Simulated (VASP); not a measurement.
# GaAs (I-4m2) in VASP: single point with PBE

Aim: the single point of GaAs with PBE.

All numbers are computed with VASP 6.6.1; they aren't measurements. Logs are shortened: lines on timing, memory, paths and dates and some standing lists are left out, and cuts for length are marked.

### 1 The cell of the first run

The structure is tetragonal, space group I-4m2 (No. 119). Conventional cell: a = 4.081 Å, b = 4.081 Å, c = 5.425 Å, α = 90.00°, β = 90.00°, γ = 90.00°. Within 3.2 Å of Ga (site symmetry -4m2) lie 4 As at 2.45 Å. Within 3.2 Å of As (site symmetry -4m2) lie 4 Ga at 2.45 Å.

### 2 Single point, PBE

Contents of INCAR:

```
SYSTEM = GaAs
PREC     = Accurate       ! precision mode
ENCUT    = 500            ! plane-wave cutoff, eV
EDIFF    = 1E-6           ! SCF threshold, eV
ISMEAR   = -1             ! smearing method
SIGMA    = 0.05           ! smearing width, eV
LREAL    = .FALSE.        ! projectors in reciprocal space
LASPH    = .TRUE.         ! aspherical terms in the spheres
NELM     = 120            ! most SCF steps
ALGO     = Normal         ! electronic algorithm
ISIF     = 2              ! what is computed and relaxed
LWAVE    = .FALSE.        ! write WAVECAR
LCHARG   = .FALSE.        ! write CHGCAR
GGA      = PE             ! functional
NBANDS   = 16             ! bands
GGA_COMPAT= .FALSE.
```

Contents of KPOINTS:

```
regular mesh
0
G
  6 6 6
  0 0 0
```

Contents of POSCAR:

```
GaAs
1.0
    0.0000000000      2.8857595824      2.7126140074
    2.8857595824      0.0000000000      2.7126140074
    2.8857595824      2.8857595824      0.0000000000
Ga As
1 1
Direct
    0.0000000000      0.0000000000      0.0000000000
    0.2500000000      0.2500000000      0.2500000000
```

Potentials or basis: VASP PAW PBE potentials, release 64 (Ga_d, As).

Launch:

```bash
> cat potpaw_PBE.64/Ga_d/POTCAR potpaw_PBE.64/As/POTCAR > POTCAR
> mpirun -np 1 vasp_std > vasp.out
```

OUTCAR:

```text
SYSTEM = GaAs
   PREC = Accurate
   ENCUT = 500
   EDIFF = 1E-6
   ISMEAR = -1
   LREAL = .FALSE.
   LASPH = .TRUE.
   NELM = 120
   ISIF = 2
   GGA = PE

 ion  position               nearest neighbor table
   1  0.000  0.000  0.000-   2 2.45   2 2.45   2 2.45   2 2.45
   2  0.250  0.250  0.250-   1 2.45   1 2.45   1 2.45   1 2.45

  LATTYP: Found a body centered tetragonal cell.
 ALAT       =     4.0810803392
 C/A-ratio  =     1.3293607486

  Lattice vectors:

 A1 = (   0.0000000000,  -2.8857595824,  -2.7126140074)
 A2 = (   0.0000000000,   2.8857595824,  -2.7126140074)
 A3 = (   2.8857595824,   0.0000000000,   2.7126140074)

Analysis of symmetry for initial positions (statically):
=====================================================================
 Subroutine PRICEL returns:
 Original cell was already a primitive cell.

 Routine SETGRP: Setting up the symmetry group for a
 body centered tetragonal supercell.

 Subroutine GETGRP returns: Found  8 space group operations
 (whereof  8 operations were pure point group operations)
 out of a pool of 16 trial point group operations.

The static configuration has the point symmetry D_2d.

Analysis of symmetry for dynamics (positions and initial velocities):
=====================================================================
 Subroutine PRICEL returns:
 Original cell was already a primitive cell.

 Routine SETGRP: Setting up the symmetry group for a
 body centered tetragonal supercell.

 Subroutine GETGRP returns: Found  8 space group operations
 (whereof  8 operations were pure point group operations)
 out of a pool of 16 trial point group operations.

The dynamic configuration has the point symmetry D_2d.

 Subroutine INISYM returns: Found  8 space group operations
 (whereof  8 operations are pure point group operations),
 and found     1 'primitive' translations

----------------------------------------------------------------------------------------

                                     Primitive cell

  volume of cell :      45.1792

  direct lattice vectors                    reciprocal lattice vectors
     0.000000000  2.885759582  2.712614007    -0.173264607  0.173264607  0.184324050
     2.885759582  0.000000000  2.712614007     0.173264607 -0.173264607  0.184324050
     2.885759582  2.885759582  0.000000000     0.173264607  0.173264607 -0.184324050

  length of vectors
     3.960540761  3.960540761  4.081080339     0.306621270  0.306621270  0.306621270

  position of ions in fractional coordinates (direct lattice)
[... 79 lines left out ...]
   EDIFF  = 0.1E-05   stopping-criterion for ELM
   LREAL  =      F    real-space projection
   EDIFFG = 0.1E-04   stopping-criterion for IOM
   NSW    =      0    number of steps for IOM
   IBRION =     -1    ionic relax: 0-MD 1-quasi-New 2-CG
   NFREE  =      0    steps in history (QN), initial steepest desc. (CG)
   ISIF   =      2    stress and relaxation
   ISYM   =      2    0-nonsym 1-usesym 2-fastsym
   POTIM  = 0.5000    time-step for ionic-motion
   TEBEG  =    0.0;   TEEND  =   0.0 temperature during run
   PSTRESS=    0.0 pullay stress
   NELECT =      18.0000    total number of electrons
   NUPDOWN=      -1.0000    fix difference up-down
   EMIN   =  10.00;   EMAX   =-10.00  energy-range for DOS
   EFERMI =   0.00;   METHOD = LEGACY
   ISMEAR =    -1;   SIGMA  =   0.05  broadening in eV -4-tet -1-fermi 0-gaus
   EFERMI_NEDOS =   21; number of points for ismear=-14 and -15
   IALGO  =     38    algorithm
   IMIX   =      4    mixing-type and parameters
     AMIX     =   0.40;   BMIX     =  1.00
     AMIX_MAG =   1.60;   BMIX_MAG =  1.00
  volume/ion in A,a.u.               =      22.59       152.44
  Fermi-wavevector in a.u.,A,eV,Ry     =   1.204628  2.276417 19.743799  1.451128
  Thomas-Fermi vector in A             =   2.340347
   LORBIT       =      0    0 simple, 1 ext, 2 COOP (PROOUT), +10 PAW based schemes
   GGA     = PE    functional components
   LHFCALC =     F    Hartree Fock is set to
   AEXX    =    0.0000 exact exchange contribution
   IVDW    =     0    specifies the selected vdW correction
   LEPSILON=     F    determine dielectric tensor
   LRPA    =     F    only Hartree local field effects (RPA)
 non-spin polarized calculation
  energy-cutoff  :      500.00
  volume of cell :       45.18
 maximum number of plane-waves:      1178
 NGX is ok and might be reduce to    30
   NGX = 15   NGY = 15   NGZ = 15

 number of electron      17.9999999 magnetization

 Free energy of the ion-electron system (eV)
  ---------------------------------------------------
  ext. energy  EPLUGINS =         0.00000000
  ---------------------------------------------------
  free energy    TOTEN  =        -8.20727792 eV

  energy without entropy =       -8.20707026  energy(sigma->0) =       -8.20717409

 E-fermi :   4.2929     XC(G=0):  -9.5881

 val. band max:        4.1538426285   @ k =   0.0000   0.0000   0.0000
 cond. band min:       4.4318413791   @ k =   0.0000   0.0000   0.0000
 fundamental gap:      0.2779987506
 Fermi energy:         4.2929498407

 k-point     1 :       0.0000    0.0000    0.0000
  band No.  band energies     occupation
      1     -10.8852      2.00000
      2     -10.8852      2.00000
      3     -10.8700      2.00000
      4     -10.8085      2.00000
      5     -10.7971      2.00000
      6      -8.7773      2.00000
[... 433 lines left out ...]
      3     -10.8365      2.00000
      4     -10.8174      2.00000
      5     -10.7947      2.00000
      6      -6.5819      2.00000
[... 8 lines left out ...]
     15      16.0501      0.00000
     16      16.8829      0.00000

 [... further k-points ...]

------------------------ aborting loop because EDIFF is reached ----------------------------------------

  FORCE on cell =-STRESS in cart. coord.  units (eV):
  Direction    XX          YY          ZZ          XY          YZ          ZX
  --------------------------------------------------------------------------------------
  -------------------------------------------------------------------------------------
  Total        0.6475786      0.6475786      1.5564041      0.0000000      0.0000000      0.0000000
  in kB       22.9649111     22.9649111     55.1943542      0.0000000      0.0000000      0.0000000
  external PRESSURE =      33.7080588 kB  Pullay stress =       0.0000000 kB

 VOLUME and BASIS-vectors are now :
 -----------------------------------------------------------------------------
  energy-cutoff  :      500.00
  volume of cell :       45.18
      direct lattice vectors                 reciprocal lattice vectors
     0.000000000  2.885759582  2.712614007    -0.173264607  0.173264607  0.184324050
     2.885759582  0.000000000  2.712614007     0.173264607 -0.173264607  0.184324050
     2.885759582  2.885759582  0.000000000     0.173264607  0.173264607 -0.184324050

 POSITION                                       TOTAL-FORCE (eV/Angst)
 -----------------------------------------------------------------------------------
      0.00000      0.00000      0.00000         0.000000      0.000000      0.000000
      1.44288      1.44288      1.35631        -0.000000     -0.000000     -0.000000
 -----------------------------------------------------------------------------------
    total drift:                               -0.000001     -0.000001      0.000001

  FREE ENERGIE OF THE ION-ELECTRON SYSTEM (eV)
  ---------------------------------------------------
  free  energy   TOTEN  =        -8.2072779175 eV

  energy  without entropy=       -8.2070702562  energy(sigma->0) =       -8.20717409
```

OSZICAR:

```text
N       E                     dE             d eps       ncg     rms          rms(c)
DAV:   1     0.809984479552E+02    0.80998E+02   -0.88152E+03   984   0.150E+03
DAV:   2    -0.201569352901E+01   -0.83014E+02   -0.79408E+02  1120   0.302E+02
DAV:   3    -0.827711572645E+01   -0.62614E+01   -0.62368E+01  1192   0.650E+01
DAV:   4    -0.837150244618E+01   -0.94387E-01   -0.94377E-01  1240   0.891E+00
DAV:   5    -0.837292385159E+01   -0.14214E-02   -0.14214E-02  1168   0.962E-01    0.291E+00
DAV:   6    -0.822635505463E+01    0.14657E+00   -0.21609E-01  1472   0.800E+00    0.176E+00
DAV:   7    -0.820589727911E+01    0.20458E-01   -0.65601E-02  1208   0.186E+00    0.566E-01
DAV:   8    -0.820675156860E+01   -0.85429E-03   -0.10615E-02  1208   0.116E+00    0.111E-01
DAV:   9    -0.820715986533E+01   -0.40830E-03   -0.97374E-04  1240   0.368E-01    0.509E-02
DAV:  10    -0.820722669321E+01   -0.66828E-04   -0.73350E-05  1304   0.888E-02    0.277E-02
DAV:  11    -0.820727767818E+01   -0.50985E-04   -0.71199E-05  1088   0.644E-02    0.309E-03
DAV:  12    -0.820727791754E+01   -0.23936E-06   -0.11684E-06   976   0.155E-02
   1 F= -.82072779E+01 E0= -.82071741E+01  d E =-.207661E-03
```

stdout:

```text
POSCAR found type information on POSCAR GaAs
 POSCAR found :  2 types and       2 ions
 scaLAPACK will be used
 LDA part: xc-table for (Slater+PW92), standard interpolation
 POSCAR, INCAR and KPOINTS ok, starting setup
 FFT: planning ... GRIDC
 FFT: planning ... GRID_SOFT
 FFT: planning ... GRID
 WAVECAR not read
 entering main loop
```

Wall time 35 s (1 thread of Intel Xeon 8259CL, shared host); peak memory 0.17 GiB.

Results:

- Free energy: -8.2073 eV
- Pressure: 3.4 GPa
- Band gap on the k mesh: 0.28 eV

Stress tensor (GPa, compression positive):
```
2.30 0.00 0.00
0.00 2.30 0.00
0.00 0.00 5.52
```

Caveat: the cell stands under pressure. A k mesh can miss the band edges.
